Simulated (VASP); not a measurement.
# Tl (Im-3m) in VASP: a series of runs

Runs on Tl. Level: PBE+D3(BJ). Tasks: single point, relaxation of cell and atoms.

Program: VASP 6.6.1. These are calculated values, not measurements. Logs are shortened: lines on timing, memory, paths and dates and some standing lists are left out, and cuts for length are marked.

## 1. The cell of the first run

Symmetry: Im-3m, No. 229, cubic system. The conventional cell has a = 3.895 Å, b = 3.895 Å, c = 3.895 Å, α = 90.00°, β = 90.00°, γ = 90.00°. Tl (site symmetry m-3m) has 14 Tl at 3.37 to 3.90 Å within 4.4 Å.

## 2. Single point, PBE+D3(BJ)

File INCAR:

```
SYSTEM = Tl
ALGO = Normal
EDIFF = 1E-6
ENCUT = 520
GGA = PE
ISIF = 2
ISMEAR = 0
IVDW = 12
LASPH = .TRUE.
LCHARG = .FALSE.
LREAL = .FALSE.
LWAVE = .FALSE.
NBANDS = 12
NELM = 100
PREC = Accurate
SIGMA = 0.1
```

File KPOINTS:

```
k-points
0
G
  16 16 16
  0 0 0
```

File POSCAR:

```
Tl
1.0
   -1.9475781621      1.9475781621      1.9475781621
    1.9475781621     -1.9475781621      1.9475781621
    1.9475781621      1.9475781621     -1.9475781621
Tl
1
Direct
    0.0000000000      0.0000000000      0.0000000000
```

Potentials or basis: VASP PAW PBE potentials, release 64 (Tl_d).

Started as:

```console
cat potpaw_PBE.64/Tl_d/POTCAR > POTCAR
mpirun -np 1 vasp_std > vasp.out
```

OUTCAR:

```text
SYSTEM = Tl
   EDIFF = 1E-6
   ENCUT = 520
   GGA = PE
   ISIF = 2
   ISMEAR = 0
   IVDW = 12
   LASPH = .TRUE.
   LREAL = .FALSE.
   NELM = 100
   PREC = Accurate
 IVDW          = 12

 ion  position               nearest neighbor table
   1  0.000  0.000  0.000-

  LATTYP: Found a body centered cubic cell.
 ALAT       =     3.8951563242

  Lattice vectors:

 A1 = (  -1.9475781621,   1.9475781621,   1.9475781621)
 A2 = (   1.9475781621,  -1.9475781621,   1.9475781621)
 A3 = (   1.9475781621,   1.9475781621,  -1.9475781621)

Analysis of symmetry for initial positions (statically):
=====================================================================
 Subroutine PRICEL returns:
 Original cell was already a primitive cell.

 Routine SETGRP: Setting up the symmetry group for a
 body centered cubic supercell.

 Subroutine GETGRP returns: Found 48 space group operations
 (whereof 48 operations were pure point group operations)
 out of a pool of 48 trial point group operations.

The static configuration has the point symmetry O_h .

Analysis of symmetry for dynamics (positions and initial velocities):
=====================================================================
 Subroutine PRICEL returns:
 Original cell was already a primitive cell.

 Routine SETGRP: Setting up the symmetry group for a
 body centered cubic supercell.

 Subroutine GETGRP returns: Found 48 space group operations
 (whereof 48 operations were pure point group operations)
 out of a pool of 48 trial point group operations.

The dynamic configuration has the point symmetry O_h .

 Subroutine INISYM returns: Found 48 space group operations
 (whereof 48 operations are pure point group operations),
 and found     1 'primitive' translations

----------------------------------------------------------------------------------------

                                     Primitive cell

  volume of cell :      29.5491

  direct lattice vectors                    reciprocal lattice vectors
    -1.947578162  1.947578162  1.947578162     0.000000000  0.256729106  0.256729106
     1.947578162 -1.947578162  1.947578162     0.256729106  0.000000000  0.256729106
     1.947578162  1.947578162 -1.947578162     0.256729106  0.256729106  0.000000000

  length of vectors
     3.373304328  3.373304328  3.373304328     0.363069783  0.363069783  0.363069783

  position of ions in fractional coordinates (direct lattice)
     0.000000000  0.000000000  0.000000000

  ion indices of the primitive-cell ions
   primitive index   ion index
                 1           1

----------------------------------------------------------------------------------------

 KPOINTS: k-points

Automatic generation of k-mesh.
 Grid dimensions read from file:
 generate k-points for:   16   16   16

 Generating k-lattice:

  Cartesian coordinates                     Fractional coordinates (reciprocal lattice)
     0.000000000  0.016045569  0.016045569     0.062500000  0.000000000  0.000000000
     0.016045569  0.000000000  0.016045569     0.000000000  0.062500000  0.000000000
     0.016045569  0.016045569  0.000000000     0.000000000  0.000000000  0.062500000

  Length of vectors
     0.022691861  0.022691861  0.022691861

  Shift w.r.t. Gamma in fractional coordinates (k-lattice)
     0.000000000  0.000000000  0.000000000

 Subroutine IBZKPT returns following result:
 ===========================================

 Found    145 irreducible k-points:

 Following reciprocal coordinates:
            Coordinates               Weight
  0.000000  0.000000  0.000000      1.000000
  0.062500  0.000000  0.000000     12.000000
  0.125000  0.000000  0.000000     12.000000
  0.187500  0.000000  0.000000     12.000000
  0.250000  0.000000  0.000000     12.000000
  0.312500  0.000000  0.000000     12.000000
[... 16 lines left out ...]
  0.187500  0.187500  0.000000     24.000000
  0.250000  0.187500  0.000000     48.000000
 [... further k-points ...]
   k-points           NKPTS =    145   k-points in BZ     NKDIM =    145   number of bands    NBANDS=     12
   number of dos      NEDOS =    301   number of ions     NIONS =      1
   total plane-waves  NPLWV =  21952
   dimension x,y,z NGX =    28 NGY =   28 NGZ =   28
   dimension x,y,z NGXF=    56 NGYF=   56 NGZF=   56
   ions per type =               1
   NGX,Y,Z   is equivalent  to a cutoff of  13.80, 13.80, 13.80 a.u.
   NGXF,Y,Z  is equivalent  to a cutoff of  27.60, 27.60, 27.60 a.u.
 SYSTEM =  Tl
   PREC   = accura    normal or accurate (medium, high low for compatibility)
   ISTART =      0    job   : 0-new  1-cont  2-samecut
   ICHARG =      2    charge: 1-file 2-atom 10-const
   ISPIN  =      1    spin polarized calculation?
   LNONCOLLINEAR =      F non collinear calculations
   LSORBIT =      F    spin-orbit coupling
   LASPH  =      T    aspherical Exc in radial PAW
   ENCUT  =  520.0 eV  38.22 Ry    6.18 a.u.   6.27  6.27  6.27*2*pi/ulx,y,z
   NELM   =    100;   NELMIN=  2; NELMDL= -5     # of ELM steps
   EDIFF  = 0.1E-05   stopping-criterion for ELM
   LREAL  =      F    real-space projection
   EDIFFG = 0.1E-04   stopping-criterion for IOM
   NSW    =      0    number of steps for IOM
   IBRION =     -1    ionic relax: 0-MD 1-quasi-New 2-CG
   NFREE  =      0    steps in history (QN), initial steepest desc. (CG)
   ISIF   =      2    stress and relaxation
   ISYM   =      2    0-nonsym 1-usesym 2-fastsym
   POTIM  = 0.5000    time-step for ionic-motion
   TEBEG  =    0.0;   TEEND  =   0.0 temperature during run
   PSTRESS=    0.0 pullay stress
   NELECT =      13.0000    total number of electrons
   NUPDOWN=      -1.0000    fix difference up-down
   EMIN   =  10.00;   EMAX   =-10.00  energy-range for DOS
   EFERMI =   0.00;   METHOD = LEGACY
   ISMEAR =     0;   SIGMA  =   0.10  broadening in eV -4-tet -1-fermi 0-gaus
   EFERMI_NEDOS =   21; number of points for ismear=-14 and -15
   IALGO  =     38    algorithm
   IMIX   =      4    mixing-type and parameters
     AMIX     =   0.40;   BMIX     =  1.00
     AMIX_MAG =   1.60;   BMIX_MAG =  1.00
  volume/ion in A,a.u.               =      29.55       199.41
  Fermi-wavevector in a.u.,A,eV,Ry     =   1.245110  2.352917 21.093097  1.550299
  Thomas-Fermi vector in A             =   2.379347
   LORBIT       =      0    0 simple, 1 ext, 2 COOP (PROOUT), +10 PAW based schemes
   GGA     = PE    functional components
   LHFCALC =     F    Hartree Fock is set to
   AEXX    =    0.0000 exact exchange contribution
   IVDW    =    12    specifies the selected vdW correction
   LEPSILON=     F    determine dielectric tensor
   LRPA    =     F    only Hartree local field effects (RPA)
 non-spin polarized calculation
 Gauss-broadening in eV      SIGMA  =   0.10
  energy-cutoff  :      520.00
  volume of cell :       29.55
 maximum number of plane-waves:       811
 NGX is ok and might be reduce to    28
   NGX = 13   NGY = 13   NGZ = 13

 number of electron      13.0000003 magnetization

 Free energy of the ion-electron system (eV)
  ---------------------------------------------------
  ext. energy  EPLUGINS =         0.00000000
  ---------------------------------------------------
  free energy    TOTEN  =        -2.21200064 eV

  energy without entropy =       -2.20914293  energy(sigma->0) =       -2.21057178

 E-fermi :   6.2162     XC(G=0): -10.0302

 val. band max:        6.1707518740   @ k =  -0.4375  -0.4375   0.2500
 cond. band min:       6.2446028518   @ k =  -0.3750   0.3750   0.1250
 fundamental gap:      0.0738509778
 Fermi energy:         6.2161808308

 k-point     1 :       0.0000    0.0000    0.0000
  band No.  band energies     occupation
      1      -5.3964      2.00000
      2      -5.3964      2.00000
      3      -5.3964      2.00000
      4      -4.9978      2.00000
      5      -4.9978      2.00000
      6      -3.5865      2.00000
      7      16.7311      0.00000
      8      16.7311      0.00000
      9      16.7311      0.00000
     10      18.5031      0.00000
     11      18.5031      0.00000
     12      18.5031      0.00000

 k-point     2 :       0.0625    0.0000    0.0000
  band No.  band energies     occupation
      1      -5.4029      2.00000
      2      -5.3914      2.00000
      3      -5.3732      2.00000
      4      -5.0050      2.00000
      5      -4.9979      2.00000
      6      -3.5006      2.00000
      7      15.7731      0.00000
      8      16.4052      0.00000
      9      16.5478      0.00000
     10      18.1236      0.00000
     11      18.4180      0.00000
     12      18.4588      0.00000

 k-point     3 :       0.1250    0.0000    0.0000
  band No.  band energies     occupation
      1      -5.4214      2.00000
      2      -5.3820      2.00000
      3      -5.3063      2.00000
      4      -5.0237      2.00000
      5      -4.9982      2.00000
      6      -3.2389      2.00000
      7      13.8233      0.00000
      8      15.6309      0.00000
      9      16.0209      0.00000
     10      17.5803      0.00000
     11      18.2117      0.00000
     12      18.5689      0.00000

 k-point     4 :       0.1875    0.0000    0.0000
  band No.  band energies     occupation
      1      -5.4490      2.00000
      2      -5.3817      2.00000
      3      -5.2039      2.00000
      4      -5.0446      2.00000
      5      -4.9984      2.00000
      6      -2.7947      2.00000
      7      11.7067      0.00000
      8      14.7072      0.00000
      9      15.3301      0.00000
     10      17.0972      0.00000
     11      17.9681      0.00000
     12      18.9628      0.00000

 k-point     5 :       0.2500    0.0000    0.0000
  band No.  band energies     occupation
      1      -5.4812      2.00000
      2      -5.4024      2.00000
      3      -5.0797      2.00000
      4      -5.0548      2.00000
      5      -4.9984      2.00000
      6      -2.1675      2.00000
      7       9.6400      0.00000
      8      13.8092      0.00000
      9      14.6541      0.00000
     10      16.7123      0.00000
     11      17.7414      0.00000
     12      19.5831      0.00000
[... 228 lines left out ...]
      1      -5.5359      2.00000
      2      -5.4533      2.00000
      3      -5.0364      2.00000
      4      -5.0187      2.00000
      5      -4.8124      2.00000
      6       0.7907      2.00000
      7       4.6808      2.00000
      8      10.3032      0.00000
      9      12.8519      0.00000
     10      17.1478      0.00000
     11      19.3208      0.00000
     12      20.8788      0.00000

 k-point    22 :       0.4375    0.1250    0.0000
  band No.  band energies     occupation
      1      -5.5418      2.00000
      2      -5.4623      2.00000
      3      -5.0268      2.00000
      4      -5.0236      2.00000
      5      -4.7895      2.00000
      6       1.3419      2.00000
      7       3.9767      2.00000
      8      10.1868      0.00000
      9      12.7650      0.00000
     10      17.1076      0.00000
     11      19.2780      0.00000
     12      21.7239      0.00000

 k-point    23 :       0.1875    0.1875    0.0000
  band No.  band energies     occupation
      1      -5.4850      2.00000
      2      -5.3687      2.00000
      3      -5.0719      2.00000
      4      -5.0553      2.00000
      5      -4.9687      2.00000
      6      -1.1929      2.00000
      7       8.3078      0.00000
      8      10.6223      0.00000
      9      13.5314      0.00000
     10      18.2687      0.00000
     11      18.3306      0.00000
     12      20.9514      0.00000

 k-point    24 :       0.2500    0.1875    0.0000
  band No.  band energies     occupation
      1      -5.5039      2.00000
      2      -5.3655      2.00000
      3      -5.0627      2.00000
      4      -5.0492      2.00000
      5      -4.9202      2.00000
      6      -0.3457      2.00000
      7       6.9463      0.00000
      8       9.6418      0.00000
      9      13.0889      0.00000
     10      18.0282      0.00000
     11      18.9637      0.00000
     12      21.3268      0.00000

 [... further k-points ...]

------------------------ aborting loop because EDIFF is reached ----------------------------------------

 Edisp (eV)   -0.33080

 E8    (eV) :    -0.1728

  FORCE on cell =-STRESS in cart. coord.  units (eV):
  Direction    XX          YY          ZZ          XY          YZ          ZX
  --------------------------------------------------------------------------------------
  -------------------------------------------------------------------------------------
  Total      -0.01098    -0.01098    -0.01098    -0.00000    -0.00000    -0.00000
  in kB      -0.59559    -0.59559    -0.59559    -0.00000    -0.00000    -0.00000
  external pressure =       -0.60 kB  Pullay stress =        0.00 kB

 VOLUME and BASIS-vectors are now :
 -----------------------------------------------------------------------------
  energy-cutoff  :      520.00
  volume of cell :       29.55
      direct lattice vectors                 reciprocal lattice vectors
    -1.947578162  1.947578162  1.947578162     0.000000000  0.256729106  0.256729106
     1.947578162 -1.947578162  1.947578162     0.256729106  0.000000000  0.256729106
     1.947578162  1.947578162 -1.947578162     0.256729106  0.256729106  0.000000000

 POSITION                                       TOTAL-FORCE (eV/Angst)
 -----------------------------------------------------------------------------------
      0.00000      0.00000      0.00000         0.000000      0.000000      0.000000
 -----------------------------------------------------------------------------------
    total drift:                                0.000000      0.000000      0.000000

  FREE ENERGIE OF THE ION-ELECTRON SYSTEM (eV)
  ---------------------------------------------------
  free  energy   TOTEN  =        -2.5428017687 eV

  energy  without entropy=       -2.5399440566  energy(sigma->0) =       -2.54137291
```

Run time: 21 s. Hardware: 1 thread of AMD EPYC 9R45 (Zen 5), shared host; peak memory 0.17 GiB.

Results:

```
Free energy                : -2.5428 eV
Pressure                   : -0.1 GPa
Dispersion energy per atom : -0.331 eV
```

Levels at points of the mesh, in eV from the Fermi level:
```tsv
k point	band 4	band 5	band 6	band 7	band 8	band 9
(0.00, 0.00, 0.00)	-11.21	-11.21	-9.80	10.51	10.51	10.51
(0.50, 0.00, 0.00)	-11.21	-10.95	-5.01	-2.58	5.72	7.08
(0.50, 0.50, 0.50)	-11.02	-11.02	-1.74	1.46	1.46	1.46
```

Caveat: spin-orbit coupling is left out, which moves the levels of the heavy elements; pairwise dispersion overbinds metals, which lowers pressure and volume.

## 3. Relaxation of cell and atoms, PBE+D3(BJ)

This run uses another cell than the first one, of 29.25 Å³/atom, 0.990 times its volume.

File INCAR:

```
SYSTEM = Tl
PREC = Accurate
ENCUT = 600
EDIFF = 1E-6
ISMEAR = 0
SIGMA = 0.1
LREAL = .False.
LASPH = .True.
NELM = 100
ALGO = Normal
ISIF = 3
LWAVE = .False.
LCHARG = .False.
GGA = PE
IVDW = 12
IBRION = 2
NSW = 100
EDIFFG = -0.005
```

File KPOINTS:

```
regular mesh
0
Gamma
  16 16 16
  0 0 0
```

File POSCAR:

```
Tl
1.0
   -1.9410000000      1.9410000000      1.9410000000
    1.9410000000     -1.9410000000      1.9410000000
    1.9410000000      1.9410000000     -1.9410000000
Tl
1
Direct
    0.0000000000      0.0000000000      0.0000000000
```

Potentials or basis: VASP PAW PBE potentials, release 64 (Tl_d).

Started as:

```console
cat potpaw_PBE.64/Tl_d/POTCAR > POTCAR
mpirun -np 1 vasp_std > vasp.out
```

Run time: 36 s. Hardware: 1 thread of AMD EPYC 9R45 (Zen 5), shared host; peak memory 0.18 GiB.

Results (log left out):

```yaml
Free_energy: -2.5427 eV
Relaxed_volume: 29.56 Å³/atom
Relaxed_cell: a = 3.374 Å, b = 3.374 Å, c = 3.374 Å, α = 109.47°, β = 109.47°, γ = 109.47°
Space_group_after_relaxing_to_0.05_Å: Im-3m (No. 229)
Energy_gained_by_relaxing: 0.3 meV/atom
Ionic_steps: 3
Pressure_after_relaxing: 0.0 GPa
Dispersion_energy_per_atom: -0.331 eV
```

Step by step:
```csv
step,energy change (eV),largest force (eV/Å),pressure (GPa),volume (Å³)
1,0.0000,0.0000,0.34,29.25
2,-0.0003,0.0000,0.05,29.51
3,-0.0003,0.0000,-0.02,29.56
```

Final structure:
```yaml
crystal:
  lattice:
    - [-1.94778, 1.94778, 1.94778]
    - [1.94778, -1.94778, 1.94778]
    - [1.94778, 1.94778, -1.94778]
  atoms:
    - { symbol: Tl, position: [0.00000, 0.00000, 0.00000] }
```

Levels at points of the mesh, in eV from the Fermi level:
| k point | band 4 | band 5 | band 6 | band 7 | band 8 | band 9 |
| --- | --- | --- | --- | --- | --- | --- |
| (0.00, 0.00, 0.00) | -11.21 | -11.21 | -9.80 | 10.51 | 10.51 | 10.51 |
| (0.50, 0.00, 0.00) | -11.21 | -10.95 | -5.01 | -2.58 | 5.72 | 7.08 |
| (0.50, 0.50, 0.50) | -11.02 | -11.02 | -1.75 | 1.46 | 1.46 | 1.46 |

Caveat: spin-orbit coupling is left out, which moves the levels of the heavy elements; pairwise dispersion overbinds metals, which lowers pressure and volume.

## 4. Single point, PBE+D3(BJ)

This run uses another cell than the first one, of 29.25 Å³/atom, 0.990 times its volume.

File INCAR:

```
  ALGO = Normal
  EDIFF = 1E-7
  ENCUT = 520
  GGA = PE
  ISIF = 2
  ISMEAR = 0
  IVDW = 12
  LASPH = True
  LCHARG = False
  LREAL = False
  LWAVE = False
  NBANDS = 12
  NELM = 100
  PREC = Accurate
  SIGMA = 0.1
```

File KPOINTS:

```
k-points
0
Gamma
  6 6 6
```

POSCAR is that of step 3.

Started as:

```console
cat potpaw_PBE.64/Tl_d/POTCAR > POTCAR
mpirun -np 1 vasp_std > vasp.out
```

Wall time 3.4 s (1 thread of AMD EPYC 9R45 (Zen 5), shared host); peak memory 0.13 GiB.

The run converged. Its results:

| Property | Result |
| --- | --- |
| Free energy | -2.5325 eV |
| Pressure | 0.4 GPa |
| Dispersion energy per atom | -0.334 eV |

Levels at points of the mesh, in eV from the Fermi level:
| k point | band 2 | band 3 | band 4 | band 5 | band 6 | band 7 | band 8 | band 9 | band 10 | band 11 |
| --- | --- | --- | --- | --- | --- | --- | --- | --- | --- | --- |
| (0.00, 0.00, 0.00) | -11.47 | -11.47 | -11.06 | -11.06 | -9.72 | 10.78 | 10.78 | 10.78 | 12.47 | 12.47 |
| (0.50, 0.00, 0.00) | -11.61 | -11.09 | -11.06 | -10.79 | -4.85 | -2.47 | 5.92 | 7.27 | 10.12 | 11.32 |
| (0.50, 0.50, 0.50) | -11.66 | -10.86 | -10.86 | -10.86 | -1.53 | 1.62 | 1.62 | 1.62 | 6.62 | 6.62 |

Caveat: the k points lie up to 0.38 Å⁻¹ apart; spin-orbit coupling is left out, which moves the levels of the heavy elements; pairwise dispersion overbinds metals, which lowers pressure and volume.

## 5. The runs side by side

```tsv
task	cell	k mesh	cutoff (eV)	gap on the mesh (eV)	pressure (GPa)
single point	a = 3.373 Å, angles 109.5°, 1 atom	16 × 16 × 16	520	none	-0.1
relaxation of cell and atoms	relaxed from a = 3.362 Å, angles 109.5°, 1 atom	16 × 16 × 16	600	none	0.0
single point	a = 3.362 Å, angles 109.5°, 1 atom	6 × 6 × 6	520	none	0.4
```

Alike in all rows: level PBE+D3(BJ); potentials or basis VASP PAW PBE potentials, release 64 (Tl_d); no spin polarisation; smearing gaussian 0.1 eV.

Caveats: some runs use coarse meshes; spin-orbit coupling is left out, which moves the levels of the heavy elements; pairwise dispersion overbinds metals, which lowers pressure and volume.

Absolute energies hang on the potentials; compare differences alone.
